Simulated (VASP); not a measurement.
Wanted: the native input for a VASP 6.6.1 run.

```
Task                   : single point
Functional             : LDA
Potentials or basis    : VASP PAW LDA potentials, release 64 (Rb_sv, Br)
Cutoff                 : 520 eV
k mesh                 : 6 × 6 × 6
Occupations            : gaussian, width 0.02 eV
Spin                   : no spin polarisation
Dipole correction      : no
Further INCAR settings : ALGO = Normal; EDIFF = 1e-06; NBANDS = 15
```

The structure of RbBr lies in POSCAR:

```
RbBr
1.0
    3.9675087258      0.0000000000      0.0000000000
    0.0000000000      3.9675087258      0.0000000000
    0.0000000000      0.0000000000      3.9675087258
Rb Br
1 1
Direct
    0.0000000000      0.0000000000      0.0000000000
    0.5000000000      0.5000000000      0.5000000000
```

The input as run:

INCAR

```
SYSTEM = RbBr
ALGO     = Normal         ! electronic algorithm
EDIFF    = 1E-6           ! SCF threshold, eV
ENCUT    = 520            ! plane-wave cutoff, eV
GGA      = CA             ! functional
ISIF     = 2              ! what is computed and relaxed
ISMEAR   = 0              ! smearing method
LASPH    = .TRUE.         ! aspherical terms in the spheres
LCHARG   = .FALSE.        ! write CHGCAR
LREAL    = .FALSE.        ! projectors in reciprocal space
LWAVE    = .FALSE.        ! write WAVECAR
NBANDS   = 15             ! bands
NELM     = 100            ! most SCF steps
PREC     = Accurate       ! precision mode
SIGMA    = 0.02           ! smearing width, eV
```

KPOINTS

```
k-points
0
G
  6 6 6
  0 0 0
```

Potentials or basis: VASP PAW LDA potentials, release 64 (Rb_sv, Br).

The run is started by

```console
$ cat potpaw_LDA.64/Rb_sv/POTCAR potpaw_LDA.64/Br/POTCAR > POTCAR
$ mpirun -np 1 vasp_std > vasp.out
```

It gave:

```yaml
Pressure: 0.1 GPa
Band_gap_on_the_k_mesh: 4.13 eV (least direct gap 4.28 eV)
```

Run time: 5.6 s on 1 thread of Intel(R) Xeon(R) 6975P-C (Granite Rapids), on a shared host, peak memory 0.15 GiB.
